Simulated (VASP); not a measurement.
Input of a VASP 6.6.1 run:

Contents of INCAR:

```
SYSTEM = In2O
ALGO = Normal
EDIFF = 1E-6
ENCUT = 600
GGA = PE
GGA_COMPAT = .False.
ISIF = 2
ISMEAR = 0
LASPH = .True.
LCHARG = .False.
LREAL = .False.
LWAVE = .False.
NBANDS = 23
NELM = 120
PREC = Accurate
SIGMA = 0.1
```

The input KPOINTS:

```
k-points
0
Gamma
  4 4 6
  0 0 0
```

POSCAR

```
In2O
1.0
    4.1132436700      0.0000000000      0.0000000000
    0.0000000000      4.1132436700      0.0000000000
    0.0000000000      0.0000000000      2.9085024900
In O
2 1
Direct
    0.0000000000      0.5000000000      0.0000000000
    0.5000000000      0.0000000000      0.0000000000
    0.5000000000      0.5000000000      0.5000000000
```

Potentials or basis: VASP PAW PBE potentials, release 64 (In_d, O).

The run is started by

```console
$ cat potpaw_PBE.64/In_d/POTCAR potpaw_PBE.64/O/POTCAR > POTCAR
$ mpirun -np 1 vasp_std > vasp.out
```

Q: What does it give for the band gap on the k mesh?

A: Zero (band 16 reaches 9.56 eV, above the bottom of band 17 at 8.26 eV).

Q: Estimate the pressure.

A: 18.8 GPa.

Stress tensor (GPa, compression positive):
```
17.18  0.00  0.00
 0.00 17.18  0.00
 0.00  0.00 22.04
```

Caveat: the k points lie up to 0.38 Å⁻¹ apart; spin-orbit coupling is left out, which moves the levels of the heavy elements.
